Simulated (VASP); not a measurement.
# AlN (rock salt) (Fm-3m) in VASP: vibrations by perturbation theory with PBE

Aim: the vibrations by perturbation theory of AlN (rock salt) with PBE.

All numbers are computed with VASP 6.6.1; they aren't measurements. Logs are shortened: lines on timing, memory, paths and dates and some standing lists are left out, and cuts for length are marked.

## (1) The cell of the first run

The structure is cubic, space group Fm-3m (No. 225). Conventional cell: a = 4.012 Å, b = 4.012 Å, c = 4.012 Å, α = 90.00°, β = 90.00°, γ = 90.00°. Within 2.7 Å of Al (site symmetry m-3m) lie 6 N at 2.01 Å. N (site symmetry m-3m) has 6 Al at 2.01 Å within 2.7 Å.

## (2) Vibrations by perturbation theory, PBE

Contents of INCAR:

```
PREC = Accurate ; ENCUT = 600
EDIFF = 1E-8 ; ISMEAR = 0
SIGMA = 0.01 ; LREAL = F
LASPH = T ; NELM = 120
ALGO = Normal ; ISIF = 2
LWAVE = F ; LCHARG = F
GGA = PE ; NBANDS = 11
IBRION = 8 ; NSW = 1
LEPSILON = T ; GGA_COMPAT = F
```

Contents of KPOINTS:

```
Automatic mesh
0
Gamma
  8 8 8
```

Contents of POSCAR:

```
AlN
1.0
    0.0000000000      2.0058500408      2.0058500408
    2.0058500408      0.0000000000      2.0058500408
    2.0058500408      2.0058500408      0.0000000000
Al N
1 1
Direct
    0.0000000000      0.0000000000      0.0000000000
    0.5000000000      0.5000000000      0.5000000000
```

Potentials or basis: VASP PAW PBE potentials, release 64 (Al, N).

Launch:

```bash
cat potpaw_PBE.64/Al/POTCAR potpaw_PBE.64/N/POTCAR > POTCAR
mpirun -np 1 vasp_std > vasp.out
```

OUTCAR:

```text
PREC = Accurate
   ENCUT = 600
   EDIFF = 1E-8
   ISMEAR = 0
   LREAL = F
   LASPH = T
   NELM = 120
   ISIF = 2
   GGA = PE
   IBRION = 8
   NSW = 1
   LEPSILON = T

 ion  position               nearest neighbor table
   1  0.000  0.000  0.000-   2 2.01   2 2.01   2 2.01   2 2.01   2 2.01   2 2.01
   2  0.500  0.500  0.500-   1 2.01   1 2.01   1 2.01   1 2.01   1 2.01   1 2.01

  LATTYP: Found a face centered cubic cell.
 ALAT       =     4.0117000816

  Lattice vectors:

 A1 = (   0.0000000000,   2.0058500408,   2.0058500408)
 A2 = (   2.0058500408,   0.0000000000,   2.0058500408)
 A3 = (   2.0058500408,   2.0058500408,   0.0000000000)

Analysis of symmetry for initial positions (statically):
=====================================================================
 Subroutine PRICEL returns:
 Original cell was already a primitive cell.

 Routine SETGRP: Setting up the symmetry group for a
 face centered cubic supercell.

 Subroutine GETGRP returns: Found 48 space group operations
 (whereof 48 operations were pure point group operations)
 out of a pool of 48 trial point group operations.

The static configuration has the point symmetry O_h .

Analysis of symmetry for dynamics (positions and initial velocities):
=====================================================================
 Subroutine PRICEL returns:
 Original cell was already a primitive cell.

 Routine SETGRP: Setting up the symmetry group for a
 face centered cubic supercell.

 Subroutine GETGRP returns: Found 48 space group operations
 (whereof 48 operations were pure point group operations)
 out of a pool of 48 trial point group operations.

The dynamic configuration has the point symmetry O_h .

 Subroutine INISYM returns: Found 48 space group operations
 (whereof 48 operations are pure point group operations),
 and found     1 'primitive' translations

----------------------------------------------------------------------------------------

[... 567 lines left out ...]

 MACROSCOPIC STATIC DIELECTRIC TENSOR (including local field effects in DFT)
 ------------------------------------------------------
           5.078467    -0.000000     0.000000
          -0.000000     5.078467    -0.000000
           0.000000    -0.000000     5.078467
 ------------------------------------------------------

 PIEZOELECTRIC TENSOR (including local field effects)  for field in x, y, z        (e  Angst)
          XX          YY          ZZ          XY          YZ          ZX
  --------------------------------------------------------------------------------
  x     0.00000     0.00000     0.00000     0.00000     0.00000     0.00000
  y     0.00000     0.00000     0.00000     0.00000     0.00000     0.00000
  z     0.00000     0.00000     0.00000     0.00000     0.00000     0.00000

 PIEZOELECTRIC TENSOR (including local field effects)  for field in x, y, z        (C/m^2)
          XX          YY          ZZ          XY          YZ          ZX
  --------------------------------------------------------------------------------
  x     0.00000     0.00000     0.00000     0.00000     0.00000     0.00000
  y     0.00000     0.00000     0.00000     0.00000     0.00000     0.00000
  z     0.00000     0.00000     0.00000     0.00000     0.00000     0.00000

 BORN EFFECTIVE CHARGES (including local field effects) (in |e|, cummulative output)
 ---------------------------------------------------------------------------------
 ion    1
    1     2.94779    -0.00000     0.00000
    2    -0.00000     2.94779     0.00000
    3     0.00000     0.00000     2.94779
 ion    2
    1    -2.94779     0.00000    -0.00000
    2     0.00000    -2.94779    -0.00000
    3    -0.00000    -0.00000    -2.94779

 INTERNAL STRAIN TENSOR FOR ION    2 for displacements in x,y,z  (eV/Angst):
          X           Y           Z          XY          YZ          ZX
  --------------------------------------------------------------------------------
  x     0.00000     0.00000     0.00000     0.00000     0.00000     0.00000
  y     0.00000     0.00000     0.00000     0.00000     0.00000     0.00000
  z     0.00000     0.00000     0.00000     0.00000     0.00000     0.00000

 SECOND DERIVATIVES (NOT SYMMETRIZED)
 ------------------------------------
               1X          1Y          1Z          2X          2Y          2Z
  1X    -8.250389    0.000000    0.000000    8.250389    0.000000    0.000000
  1Y     0.000000   -8.250389    0.000000    0.000000    8.250389    0.000000
  1Z     0.000000    0.000000   -8.250389    0.000000    0.000000    8.250389
  2X     8.248390    0.000000    0.000000   -8.248390    0.000000    0.000000
  2Y     0.000000    8.248390    0.000000    0.000000   -8.248390    0.000000
  2Z     0.000000    0.000000    8.248390    0.000000    0.000000   -8.248390

 Eigenvectors and eigenvalues of the dynamical matrix
 ----------------------------------------------------

   1 f  =   14.789086 THz    92.922566 2PiTHz  493.310799 cm-1    61.162716 meV
             X         Y         Z           dx          dy          dz
      0.000000  0.000000  0.000000     0.000000    0.584545    0.000000
      2.005850  2.005850  2.005850     0.000000   -0.811362    0.000000
[... 21 lines left out ...]
   6 f/i=    0.000850 THz     0.005339 2PiTHz    0.028344 cm-1     0.003514 meV
             X         Y         Z           dx          dy          dz
      0.000000  0.000000  0.000000     0.000000    0.000000    0.811362
      2.005850  2.005850  2.005850     0.000000    0.000000    0.584545

--------------------------------------------------------------------------------------------------------

 MACROSCOPIC STATIC DIELECTRIC TENSOR IONIC CONTRIBUTION
 ------------------------------------------------------
          11.808937    -0.000000     0.000000
          -0.000000    11.808937    -0.000000
           0.000000    -0.000000    11.808937
 ------------------------------------------------------

 ELASTIC MODULI CONTR FROM IONIC RELAXATION (kBar)
 Direction    XX          YY          ZZ          XY          YZ          ZX
 --------------------------------------------------------------------------------
 XX           0.0000      0.0000      0.0000      0.0000      0.0000      0.0000
 YY           0.0000      0.0000      0.0000      0.0000      0.0000      0.0000
 ZZ           0.0000      0.0000      0.0000      0.0000      0.0000      0.0000
 XY           0.0000      0.0000      0.0000      0.0000      0.0000      0.0000
 YZ           0.0000      0.0000      0.0000      0.0000      0.0000      0.0000
 ZX           0.0000      0.0000      0.0000      0.0000      0.0000      0.0000
 --------------------------------------------------------------------------------

 PIEZOELECTRIC TENSOR IONIC CONTR  for field in x, y, z        (C/m^2)
          XX          YY          ZZ          XY          YZ          ZX
  --------------------------------------------------------------------------------
  x     0.00000     0.00000     0.00000     0.00000     0.00000     0.00000
  y     0.00000     0.00000     0.00000     0.00000     0.00000     0.00000
  z     0.00000     0.00000     0.00000     0.00000     0.00000     0.00000
```

stdout:

```text
POSCAR found type information on POSCAR AlN
 POSCAR found :  2 types and       2 ions
 scaLAPACK will be used
 LDA part: xc-table for (Slater+PW92), standard interpolation
 POSCAR, INCAR and KPOINTS ok, starting setup
 FFT: planning ... GRIDC
 FFT: planning ... GRID_SOFT
 FFT: planning ... GRID
 WAVECAR not read
 entering main loop
[... 23 lines left out ...]
  Direction:   3
 dielectric tensor                  component  3 :     0.203     1.028     5.078
 Linear response DOF=           2
 Linear response progress:
 first order change of Fermi-energy   0.11703E-01
 force on displaced ion       1 direction 1 :  -8.250   0.000   0.000
 Born effective charge ion    1 direction 1 :   2.942   0.000   0.000
 Linear response progress:
 first order change of Fermi-energy  -0.77353E-02
 force on displaced ion       2 direction 1 :  -8.248   0.000   0.000
 Born effective charge ion    2 direction 1 :  -2.953   0.000   0.000
 Born effective charges drift removed
 Linear response finished
```

Run time: 100 s. Hardware: 1 thread of AMD EPYC 9R45 (Zen 5), shared host; peak memory 0.14 GiB.

Results:

```
Electronic dielectric tensor (diagonal)                 : 5.08
Born charges (mean of the diagonal)                     : Al +2.95; N -2.95 e
Highest phonon frequency at Γ, LO-TO splitting left out : 493 cm⁻¹
```

Phonon frequencies in cm⁻¹ (negative: imaginary):
```tsv
q point	frequencies
(0.000, 0.000, 0.000)	0 0 0 493 493 493
```

Electronic dielectric tensor:
```
5.08 0.00 0.00
0.00 5.08 0.00
0.00 0.00 5.08
```

Born effective charge tensors (e):
atom 1, Al
```
2.95 0.00 0.00
0.00 2.95 0.00
0.00 0.00 2.95
```
atom 2, N
```
-2.95  0.00  0.00
 0.00 -2.95  0.00
 0.00  0.00 -2.95
```

Caveat: the cell wasn't relaxed at this level first, which shifts response properties.
